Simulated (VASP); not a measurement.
Runs of VASP 6.6.1 on AlN. The structure is that of space group P6_3mc (No. 186), or close to it. The cells are those of the table. 

```csv
cell,gap on the mesh (eV),pressure (GPa),largest force (eV/Å)
"a = 3.073, b = 3.073, c = 5.113 Å, angles 90.0, 90.0, 120.0°, 4 atoms",4.32,(a),0.29
"a = 3.113, b = 3.113, c = 4.981 Å, angles 90.0, 90.0, 120.0°, 4 atoms",4.26,5.8,0.14
"a = 3.156, b = 3.156, c = 4.847 Å, angles 90.0, 90.0, 120.0°, 4 atoms",(b),6.1,(c)
"a = 3.178, b = 3.178, c = 4.780 Å, angles 90.0, 90.0, 120.0°, 4 atoms",4.09,6.6,1.14
"a = 3.053, b = 3.053, c = 5.178 Å, angles 90.0, 90.0, 120.0°, 4 atoms",4.23,7.0,0.45
"a = 3.093, b = 3.093, c = 5.047 Å, angles 90.0, 90.0, 120.0°, 4 atoms",4.30,6.0,0.10
"a = 3.134, b = 3.134, c = 4.914 Å, angles 90.0, 90.0, 120.0°, 4 atoms",4.21,5.9,0.42
```

Alike in all rows: task single point; level revPBE; potentials or basis VASP PAW PBE potentials, release 64 (Al, N); no spin polarisation; k mesh 7 × 7 × 4; cutoff (eV) 600; smearing fermi-dirac 0.05 eV.

**Question.** Fill in the values left out.

**Answer.** (a) 6.4; (b) 4.15; (c) 0.75.

Caveats: the PAW data sets were made with another functional, which shifts forces and pressure a little.

